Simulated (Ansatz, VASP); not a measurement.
## Si3Sn in VASP and in Ansatz

Contents of INCAR:

```
  PREC = Accurate
  ENCUT = 520
  EDIFF = 1E-6
  ISMEAR = -1
  SIGMA = 0.02
  LREAL = F
  LASPH = T
  NELM = 150
  ALGO = Normal
  ISIF = 2
  LWAVE = F
  LCHARG = F
  LNONCOLLINEAR = T
  MAGMOM = 0 0 0 0 0 0 0 0 0 0 0 0
  LORBIT = 11
  LSORBIT = T
  GGA_COMPAT = F
  LORBMOM = T
  GGA = PE
  NBANDS = 40
```

File KPOINTS:

```
regular mesh
0
Gamma
  4 4 4
```

Contents of POSCAR:

```
Si3Sn
1.0
    2.0239181904      1.1685097120      6.6336726333
   -2.0239181904      1.1685097120      6.6336726333
    0.0000000000     -2.3370194240      6.6336726333
Si Sn
3 1
Direct
    1.0061337070      0.0061337070      0.0061337070
    0.4931881577      0.4931881577      0.4931881577
    0.3753444185      0.3753444185      0.3753444185
    0.8753337168      0.8753337168      0.8753337168
```

Input for Ansatz:

```yaml
crystal:
  lattice:
    - [2.0239181904, 1.168509712, 6.6336726333]
    - [-2.0239181904, 1.168509712, 6.6336726333]
    - [0.0, -2.337019424, 6.6336726333]
  atoms:
    - { symbol: Si, position: [1.006133707, 0.006133707, 0.006133707] }
    - { symbol: Si, position: [0.4931881577, 0.4931881577, 0.4931881577] }
    - { symbol: Si, position: [0.3753444185, 0.3753444185, 0.3753444185] }
    - { symbol: Sn, position: [0.8753337168, 0.8753337168, 0.8753337168] }
kpoints:
  mp_grid: { grid: [4, 4, 4] }
hamiltonian:
  xc: pbe
scf:
  occupations: { method: fermi_dirac, width: 0.02 }
  n_extra_bands: 32
magnetization:
  noncollinear: true
  spin_orbit: true
output:
  optics: { e_range: [0, 12], de: 0.05, sigma: 0.1, bands: scf }
```

Alike in both runs: task single point; functional PBE; k mesh 4 × 4 × 4; occupations fermi-dirac, width 0.02 eV; non-collinear spin, spin-orbit coupling.

|  | VASP | Ansatz |
| --- | --- | --- |
| version | VASP 6.6.1 | Ansatz 0.2.0 |
| potentials or method | VASP PAW PBE potentials, release 64 (Si, Sn_d) | plane waves, PAW |
| plane-wave cutoff (eV) | 520 | 420 |
| valence electrons in the cell | 26 | 26 |

```csv
,VASP,Ansatz,Ansatz less VASP
net moment per atom (μB),0.00,0.00,0.000
```

Ansatz's warnings: optics on partly filled bands.

The k mesh is coarse, so the values compare programs but aren't converged.
